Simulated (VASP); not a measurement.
Write the native input for VASP 6.6.1 that does the following.

```yaml
Task: single point
Functional: RPBE
Potentials_or_basis: VASP PAW PBE potentials, release 64 (V_sv)
Cutoff: 520 eV
k_mesh: 24 × 24 × 24
Occupations: fermi-dirac, width 0.05 eV
Spin: collinear spin, ferromagnetic start
Starting_moments: "[1.0] μB"
Dipole_correction: no
Further_INCAR_settings: ALGO = Normal; EDIFF = 1e-07; NBANDS = 16
```

The structure of V lies in POSCAR:

```
V
1.0
   -1.4687036983      1.4687036983      1.4687036983
    1.4687036983     -1.4687036983      1.4687036983
    1.4687036983      1.4687036983     -1.4687036983
V
1
Direct
    0.0000000000      0.0000000000      0.0000000000
```

These files were run (other wordings do the same):

INCAR

```
  ALGO = Normal
  EDIFF = 1E-7
  ENCUT = 520
  GGA = RP
  ISIF = 2
  ISMEAR = -1
  ISPIN = 2
  LASPH = T
  LCHARG = T
  LELF = T
  LMAXMIX = 4
  LORBIT = 11
  LREAL = F
  LVHAR = T
  LWAVE = F
  MAGMOM = 1
  NBANDS = 16
  NELM = 150
  PREC = Accurate
  SIGMA = 0.05
```

KPOINTS

```
k-points
0
Gamma
  24 24 24
```

Potentials or basis: VASP PAW PBE potentials, release 64 (V_sv).

Run with:

```console
$ cat potpaw_PBE.64/V_sv/POTCAR > POTCAR
$ mpirun -np 1 vasp_std > vasp.out
```

It gave:

The pressure is 17.3 GPa, the net moment is 0.00 μB per cell and the valence electrons inside the program's atomic spheres are V 11.76.

Caveat: the cell stands under pressure; the moments typed at the start vanished in this run; the PAW data sets were made with another functional, which shifts forces and pressure a little.

Wall time 4 min on 1 thread of Intel Xeon 8259CL, with other jobs on the host, peak memory 0.24 GiB.
